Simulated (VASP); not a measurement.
**BeCr3: single point with PBE**

The system is BeCr3.

```
Cr Be
1.0
     3.51121    0.00000    0.00000
     0.00000    3.51121    0.00000
     0.00000    0.00000    3.51121
Cr Be
3 1
Direct
  0.50000 0.50000 0.00000
  0.50000 0.00000 0.50000
  0.00000 0.50000 0.50000
  0.00000 0.00000 0.00000
```

| Property | Result |
| --- | --- |
| Program | VASP 6.6.1 |
| Task | single point |
| Functional | PBE |
| Potentials or basis | VASP PAW PBE potentials, release 64 (Cr_pv, Be) |
| Cutoff | 520 eV |
| k mesh | 6 × 6 × 6 |
| Occupations | fermi-dirac, width 0.05 eV |
| Spin | collinear spin, ferromagnetic start |
| Starting moments | [6.0, 6.0, 6.0, 0.0] μB |
| Fixed moment | 18 μB |
| Dipole correction | no |
| Further INCAR settings | ALGO = Normal; EDIFF = 1e-06; NBANDS = 31 |

* Pressure: 149.0 GPa
* Net moment: 18.00 μB per cell
* Site moments: Cr +4.96; Be +0.82 μB
* Valence electrons inside the program's atomic spheres: Cr 11.20; Be 1.24

Run time: 52 s on 1 thread of Intel(R) Xeon(R) Platinum 8488C (Sapphire Rapids) (shared host), peak memory 0.19 GiB.

Caveat: the total moment is fixed, so each spin has its own Fermi level.
